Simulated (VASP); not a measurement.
Here is a VASP 6.6.1 calculation.

The input INCAR:

```
PREC     = Accurate       # precision mode
ENCUT    = 600            # plane-wave cutoff, eV
EDIFF    = 1E-6           # SCF threshold, eV
ISMEAR   = 0              # smearing method
SIGMA    = 0.1            # smearing width, eV
LREAL    = F              # projectors in reciprocal space
LASPH    = T              # aspherical terms in the spheres
NELM     = 80             # most SCF steps
ALGO     = Normal         # electronic algorithm
ISIF     = 3              # what is computed and relaxed
LWAVE    = F              # write WAVECAR
LCHARG   = F              # write CHGCAR
GGA      = PE             # functional
IBRION   = 2              # ionic algorithm
NSW      = 100            # ionic steps
EDIFFG   = -0.01          # ionic threshold
```

Contents of KPOINTS:

```
regular mesh
0
Gamma
  14 14 14
```

POSCAR

```
GeN
1.0
    0.0000000000      2.9159618632      2.9159618632
    2.9159618632      0.0000000000      2.9159618632
    2.9159618632      2.9159618632      0.0000000000
Ge N
2 2
Direct
    0.0000000000      0.0000000000      0.0000000000
    0.2500000000      0.2500000000      0.2500000000
    0.5000000000      0.5000000000      0.5000000000
    0.7500000000      0.7500000000      0.7500000000
```

Potentials or basis: VASP PAW PBE potentials, release 64 (Ge_d, N).

The run is started by

```console
$ cat potpaw_PBE.64/Ge_d/POTCAR potpaw_PBE.64/N/POTCAR > POTCAR
$ mpirun -np 1 vasp_std > vasp.out
```

(1) What does it give for the space group after relaxing (to 0.1 Å)?

(2) Predict the relaxed cell.

(3) Predict the relaxed volume.

## Answers

(1) Fd-3m (No. 227).

(2) a = 4.121 Å, b = 4.121 Å, c = 4.121 Å, α = 60.00°, β = 60.00°, γ = 60.00°.

(3) 12.37 Å³/atom.

Caveat: the highest band is partly filled, so the run has too few bands.
